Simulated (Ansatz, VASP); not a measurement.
TiAl3: VASP beside Ansatz

POSCAR

```
TiAl3
1.0
    4.0743413875      0.0000000000      0.0000000000
    0.0000000000      4.0743413875      0.0000000000
    0.0000000000      0.0000000000      4.0743413875
Ti Al
1 3
Direct
    0.0000000000      0.0000000000      0.0000000000
    0.5000000000      0.5000000000      0.0000000000
    0.5000000000      0.0000000000      0.5000000000
    0.0000000000      0.5000000000      0.5000000000
```

INCAR.step1

```
PREC     = Accurate       # precision mode
ENCUT    = 520            # plane-wave cutoff, eV
ISMEAR   = 0              # smearing method
SIGMA    = 0.15           # smearing width, eV
LREAL    = F              # projectors in reciprocal space
LASPH    = T              # aspherical terms in the spheres
NELM     = 60             # most SCF steps
NBANDS   = 18             # bands
GGA      = PE             # functional
ALGO     = Normal         # electronic algorithm
EDIFF    = 1E-4           # SCF threshold, eV
LWAVE    = T              # write WAVECAR
LCHARG   = F              # write CHGCAR
```

Contents of INCAR.step2:

```
PREC     = Accurate       # precision mode
ENCUT    = 520            # plane-wave cutoff, eV
EDIFF    = 1E-6           # SCF threshold, eV
ISMEAR   = 0              # smearing method
SIGMA    = 0.15           # smearing width, eV
LREAL    = F              # projectors in reciprocal space
LASPH    = T              # aspherical terms in the spheres
NELM     = 60             # most SCF steps
ALGO     = Normal         # electronic algorithm
ISIF     = 2              # what is computed and relaxed
LWAVE    = F              # write WAVECAR
LCHARG   = F              # write CHGCAR
METAGGA  = R2SCAN         # meta-GGA
LMIXTAU  = T            
NBANDS   = 18             # bands
ISTART   = 1
```

The input KPOINTS:

```
regular mesh
0
Gamma
  12 12 12
```

Input for Ansatz:

```yaml
crystal:
  lattice:
    - [4.0743413875, 0.0, 0.0]
    - [0.0, 4.0743413875, 0.0]
    - [0.0, 0.0, 4.0743413875]
  atoms:
    - { symbol: Ti, position: [0.0, 0.0, 0.0] }
    - { symbol: Al, position: [0.5, 0.5, 0.0] }
    - { symbol: Al, position: [0.5, 0.0, 0.5] }
    - { symbol: Al, position: [0.0, 0.5, 0.5] }
basis:
  ecutwfc: 500
kpoints:
  mp_grid: { grid: [12, 12, 12] }
hamiltonian:
  xc: r2scan
scf:
  occupations: { method: gaussian, width: 0.15 }
output:
  forces: true
  stress: true
  eigenvalues: true
```

Change from the starting cell: strain +0.030 along x and y, +0.030 along z, atoms carried along.

Alike in both runs: task single point; functional r2SCAN; k mesh 12 × 12 × 12; occupations gaussian, width 0.15 eV; no spin polarisation.

|  | VASP | Ansatz |
| --- | --- | --- |
| version | VASP 6.6.1 | Ansatz 0.2.0 |
| potentials or method | VASP PAW PBE potentials, release 64 (Ti_sv, Al), cutoff 520 eV | scalar-relativistic, plane waves, PAW |
| valence electrons in the cell | 21 | 21 |

|  | VASP | Ansatz | Ansatz less VASP |
| --- | --- | --- | --- |
| gap on the k mesh at the Fermi level (eV) | none | none | - |
| pressure (GPa) | -8.7 | -8.6 | +0.11 |

VASP's potentials were made for PBE, not for r2SCAN. A gap of «none» marks a metal or a gap that the smearing closes.
